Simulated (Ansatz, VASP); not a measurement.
## TePb in VASP and in Ansatz

```
CELL_PARAMETERS angstrom
0.00000 3.29032 3.29032
3.29032 0.00000 3.29032
3.29032 3.29032 0.00000
ATOMIC_POSITIONS crystal
Te 0.50000 0.50000 0.50000
Pb 0.00000 0.00000 0.00000
```

Alike in both runs: task relaxation of the atoms; functional r2SCAN; k mesh 8 × 8 × 8; occupations fermi-dirac, width 0.02 eV; no spin polarisation.

|  | VASP | Ansatz |
| --- | --- | --- |
| version | VASP 6.6.1 | Ansatz 0.2.0 |
| potentials or method | VASP PAW PBE potentials, release 64 (Te, Pb_d), cutoff 520 eV | PAW plane waves |
| valence electrons in the cell | 20 | 30 |

VASP gave:

- gap on the k mesh at the Fermi level, each at its own relaxed structure (eV): 1.13

**Question.** What did Ansatz give for the same quantities?

**Answer.** gap on the k mesh at the Fermi level, each at its own relaxed structure (eV): 1.14.

VASP's potentials were made for PBE, not for r2SCAN. VASP's potentials hold 20 valence electrons a cell and Ansatz's 30, so a difference there can come from the potentials and not from the codes. Ansatz's warnings: stress scf threshold loose.

Neither program's run includes spin-orbit coupling. Noted on VASP's run: the relaxation stopped at its first step, so nothing moved.
